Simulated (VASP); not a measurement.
A run of VASP 6.6.1 is set up as follows.

The input INCAR:

```
ALGO = Normal
EDIFF = 1E-6
ENCUT = 520
GGA = PS
ISIF = 2
ISMEAR = -1
LASPH = T
LCHARG = F
LREAL = F
LWAVE = F
NBANDS = 20
NELM = 80
PREC = Accurate
SIGMA = 0.05
```

KPOINTS

```
k-points
0
Gamma
  8 8 8
```

The input POSCAR:

```
K2Ir
1.0
    0.0000000000      3.7916110522      3.7916110522
    3.7916110522      0.0000000000      3.7916110522
    3.7916110522      3.7916110522      0.0000000000
Ir K
1 2
Direct
    0.0000000000      0.0000000000      0.0000000000
    0.2500000000      0.2500000000      0.2500000000
    0.7500000000      0.7500000000      0.7500000000
```

Potentials or basis: VASP PAW PBE potentials, release 64 (Ir, K_sv).

Run with:

```console
$ cat potpaw_PBE.64/Ir/POTCAR potpaw_PBE.64/K_sv/POTCAR > POTCAR
$ mpirun -np 1 vasp_std > vasp.out
```

(1) Predict the band gap on the k mesh.

(2) Estimate the pressure.

Results:

(1) zero (an odd number of electrons rules out a gap without spin polarisation).

(2) 0.0 GPa.

Caveat: the PAW data sets were made with another functional, which shifts forces and pressure a little; spin-orbit coupling is left out, which moves the levels of the heavy elements.
